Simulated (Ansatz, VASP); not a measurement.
MgO: VASP beside Ansatz

```xyz
2
Lattice="0.0000 2.0816 2.0816 2.0816 0.0000 2.0816 2.0816 2.0816 0.0000" Properties=species:S:1:pos:R:3 pbc="T T T"
Mg    0.0000    0.0000    0.0000
O     2.0816    2.0816    2.0816
```

Alike in both runs: task relaxation of cell and atoms; functional LDA; k mesh 8 × 8 × 8; occupations gaussian, width 0.02 eV; no spin polarisation.

|  | VASP | Ansatz |
| --- | --- | --- |
| version | VASP 6.6.1 | Ansatz 0.2.0 |
| potentials or method | VASP PAW LDA potentials, release 64 (Mg, O), cutoff 600 eV | scalar-relativistic, plane waves, PAW |
| valence electrons in the cell | 8 | 16 |

Ansatz gave:

| Item | Value |
| --- | --- |
| gap on the k mesh at the Fermi level, each at its own relaxed structure (eV) | 5.03 |
| relaxed volume (Å³/atom) | 9.00 |
| relaxed cell length with the largest relative difference (Å) | 2.942 |

Q: What did VASP give for the same quantities?

A: gap on the k mesh at the Fermi level, each at its own relaxed structure (eV): 5.15; relaxed volume (Å³/atom): 8.89; relaxed cell length with the largest relative difference (Å): 2.930.

Ansatz warns that its potentials were made for another functional, while VASP's fit it. LDA's correlation is that of Perdew and Zunger in VASP and of Perdew and Wang (1992) in Ansatz. VASP's potentials hold 8 valence electrons a cell and Ansatz's 16, so a difference there can come from the potentials and not from the codes.
